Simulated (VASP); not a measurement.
# K4ZrZn3F12 (a cell with a defect) in VASP: a series of runs, part 2 of 2

VASP 6.6.1.

### Step 3. Single point, PBEsol

INCAR

```
SYSTEM = K4ZrZn3F12
PREC     = Accurate       ! precision mode
ENCUT    = 520            ! plane-wave cutoff, eV
EDIFF    = 1E-6           ! SCF threshold, eV
ISMEAR   = -1             ! smearing method
SIGMA    = 0.05           ! smearing width, eV
LREAL    = Auto         
LASPH    = .TRUE.         ! aspherical terms in the spheres
NELM     = 60             ! most SCF steps
ALGO     = Normal         ! electronic algorithm
ISIF     = 2              ! what is computed and relaxed
LWAVE    = .FALSE.        ! write WAVECAR
LCHARG   = .FALSE.        ! write CHGCAR
GGA      = PS             ! functional
NELECT   = 166.0        
NBANDS   = 100            ! bands
```

KPOINTS

```
Automatic mesh
0
Gamma
  2 2 2
  0.5 0.5 0.5
```

POSCAR

```
K4ZrZn3F12
1.0
    8.1045260000      0.0000000000      0.0000000000
    0.0000000000      8.1045260000      0.0000000000
    0.0000000000      0.0000000000      4.0522630000
K Zr Zn F
4 1 3 12
Direct
    0.0137490000      0.0037430000      0.9895380000
    0.9988970000      0.4962860000      0.9982680000
    0.4974830000      0.9882820000      0.0270820000
    0.5081070000      0.5009330000      0.0000120000
    0.2593260000      0.2529170000      0.5087850000
    0.2512410000      0.7614510000      0.5041430000
    0.7529440000      0.2454690000      0.5087050000
    0.7569770000      0.7504330000      0.5158540000
    0.2481380000      0.2541930000      0.9958050000
    0.2464770000      0.7491920000      0.9952850000
    0.7595450000      0.2464110000      0.0263420000
    0.7593740000      0.7412070000      0.9988650000
    0.9916040000      0.2551570000      0.5489200000
    0.9913490000      0.7552400000      0.5154680000
    0.4902370000      0.2553070000      0.5043540000
    0.4952810000      0.7451960000      0.4860540000
    0.2528750000      0.9913660000      0.5186540000
    0.2445210000      0.5022800000      0.5184410000
    0.7492910000      0.9981040000      0.5090300000
    0.7489120000      0.5026090000      0.5101020000
```

Potentials or basis: VASP PAW PBE potentials, release 64 (K_sv, Zr_sv, Zn, F).

Run with:

```console
> cat potpaw_PBE.64/K_sv/POTCAR potpaw_PBE.64/Zr_sv/POTCAR potpaw_PBE.64/Zn/POTCAR potpaw_PBE.64/F/POTCAR > POTCAR
> mpirun -np 1 vasp_std > vasp.out
```

OUTCAR:

```text
SYSTEM = K4ZrZn3F12
   PREC = Accurate
   ENCUT = 520
   EDIFF = 1E-6
   ISMEAR = -1
   LREAL = Auto
   LASPH = .TRUE.
   NELM = 60
   ISIF = 2
   GGA = PS
   NELECT = 166.0

 ion  position               nearest neighbor table
   1  0.014  0.004  0.990-  13 2.72  17 2.72   9 2.78  14 2.79  10 2.80  11 2.85   6 3.38   5 3.44
                             5 3.53
   2  0.999  0.496  0.998-  13 2.67  12 2.78  18 2.78  11 2.81   9 2.82  20 2.83   5 3.50   5 3.55

   3  0.497  0.988  0.027-  16 2.71  17 2.81  10 2.81  19 2.83   6 3.33   5 3.48   5 3.57
   4  0.508  0.501  0.000-  20 2.78  16 2.79  12 2.82  15 2.83  20 2.84  15 2.86   5 3.47   5 3.52

   5  0.259  0.253  0.509-  15 1.87   9 1.98  18 2.02   9 2.08  17 2.12  13 2.18   1 3.44   4 3.47
                             3 3.48   2 3.50   4 3.52   1 3.53   2 3.55   3 3.57
   6  0.251  0.761  0.504-  17 1.86  16 1.98  10 1.99  10 2.06  18 2.10  14 2.11   3 3.33   1 3.38

   7  0.753  0.245  0.509-  13 1.94  11 1.96  19 2.00  20 2.08  11 2.10  15 2.13
   8  0.757  0.750  0.516-  14 1.90  12 1.96  19 2.01  20 2.01  12 2.10  16 2.12
   9  0.248  0.254  0.996-   5 1.98   5 2.08   1 2.78   2 2.82
  10  0.246  0.749  0.995-   6 1.99   6 2.06   1 2.80   3 2.81
  11  0.760  0.246  0.026-   7 1.96   7 2.10   2 2.81   1 2.85
[... 219 lines left out ...]
      3     -29.2034      2.00000
      4     -28.6752      2.00000
      5     -26.8817      2.00000
      6     -26.6556      2.00000
[... 381 lines left out ...]
     94       8.6662      0.00000
     95       9.0079      0.00000
 [bands above 95 left out]

------------------------ aborting loop because EDIFF is reached ----------------------------------------

  FORCE on cell =-STRESS in cart. coord.  units (eV):
  Direction    XX          YY          ZZ          XY          YZ          ZX
  --------------------------------------------------------------------------------------
  -------------------------------------------------------------------------------------
  Total       -6.1144874    -10.3593218     -4.3510464      0.3898537      0.0140631      0.1664765
  in kB      -36.8059278    -62.3575496    -26.1909607      2.3467099      0.0846521      1.0020989
  external PRESSURE =     -41.7848127 kB  Pullay stress =       0.0000000 kB

 VOLUME and BASIS-vectors are now :
 -----------------------------------------------------------------------------
  energy-cutoff  :      520.00
  volume of cell :      266.17
      direct lattice vectors                 reciprocal lattice vectors
     8.104526000  0.000000000  0.000000000     0.123387845  0.000000000  0.000000000
     0.000000000  8.104526000  0.000000000     0.000000000  0.123387845  0.000000000
     0.000000000  0.000000000  4.052263000     0.000000000  0.000000000  0.246775691

 POSITION                                       TOTAL-FORCE (eV/Angst)
 -----------------------------------------------------------------------------------
      0.11143      0.03034      4.00987        -1.349935     -1.131288      0.212332
      8.09559      4.02216      4.04524        -1.036207      1.119229      0.160250
      4.03186      8.00956      0.10974         1.191401     -1.013380     -0.152194
      4.11797      4.05982      0.00005         1.000134      1.195201      0.062789
      2.10171      2.04977      2.06173        -3.819836      0.232018     -0.789716
      2.03619      6.17120      2.04292        -0.482723     -1.897385     -0.289706
[... 12 lines left out ...]
      6.07265      8.08916      2.06272        -0.282568      0.855078      0.048340
      6.06958      4.07341      2.06707        -0.205758     -1.211964     -0.001217
 -----------------------------------------------------------------------------------
    total drift:                               -0.010610     -0.013306      0.001027

  FREE ENERGIE OF THE ION-ELECTRON SYSTEM (eV)
  ---------------------------------------------------
  free  energy   TOTEN  =       -99.4452377304 eV

  energy  without entropy=      -99.4452372965  energy(sigma->0) =      -99.44523751
```

OSZICAR:

```text
N       E                     dE             d eps       ncg     rms          rms(c)
DAV:   1     0.237447500819E+04    0.23745E+04   -0.79814E+04   800   0.190E+03
DAV:   2     0.251726594115E+03   -0.21227E+04   -0.20239E+04   856   0.560E+02
DAV:   3    -0.846193021388E+02   -0.33635E+03   -0.33181E+03   844   0.230E+02
DAV:   4    -0.108458269890E+03   -0.23839E+02   -0.23698E+02  1088   0.591E+01
[... 10 lines left out ...]
DAV:  15    -0.994452420242E+02   -0.56091E-04   -0.71133E-04  1000   0.112E-01    0.289E-02
DAV:  16    -0.994452407806E+02    0.12436E-05   -0.45500E-05  1120   0.402E-02    0.220E-02
DAV:  17    -0.994452391419E+02    0.16386E-05   -0.86581E-06   968   0.257E-02    0.145E-02
DAV:  18    -0.994452381020E+02    0.10399E-05   -0.17304E-05  1056   0.428E-02    0.644E-03
DAV:  19    -0.994452377304E+02    0.37156E-06   -0.47826E-06   784   0.266E-02
   1 F= -.99445238E+02 E0= -.99445238E+02  d E =-.433978E-06
```

Wall time 3.2 min (1 thread of Intel Xeon Platinum 8259CL at 2.50GHz (Skylake/Cascade Lake), shared host); peak memory 0.36 GiB.

Results:

* Free energy: -99.4452 eV
* Largest force: 3.908 eV/Å

Forces on the atoms (eV/Å):
```
K   -1.350 -1.131  0.212
K   -1.036  1.119  0.160
K    1.191 -1.013 -0.152
K    1.000  1.195  0.063
Zr  -3.820  0.232 -0.790
Zn  -0.483 -1.897 -0.290
Zn  -0.101  0.215  0.359
Zn  -0.849 -0.116 -0.531
F    0.280 -0.149  1.225
F    0.032  0.043  0.437
F   -0.369  0.014 -0.585
F   -0.293  0.129  0.616
F    3.117 -0.172 -0.388
F    1.996  0.062 -0.172
F    1.137 -0.096  0.032
F   -0.183  0.064  0.086
F    0.061  3.714 -0.142
F    0.159 -1.855 -0.188
F   -0.283  0.855  0.048
F   -0.206 -1.212 -0.001
```

Levels at points of the mesh, in eV from the Fermi level:
```csv
k point,band 80,band 81,band 82,band 83,band 84,band 85,band 86,band 87
"(0.25, 0.25, 0.25)",-1.64,-1.60,-0.88,-0.80,0.80,0.98,1.31,4.00
```

Caveat: the k points lie up to 0.78 Å⁻¹ apart; the cell carries a net charge on a neutralising background, which shifts energy and pressure; the cell is charged against a uniform background, so pressure and absolute levels hang on convention; the PAW data sets were made with another functional, which shifts forces and pressure a little.
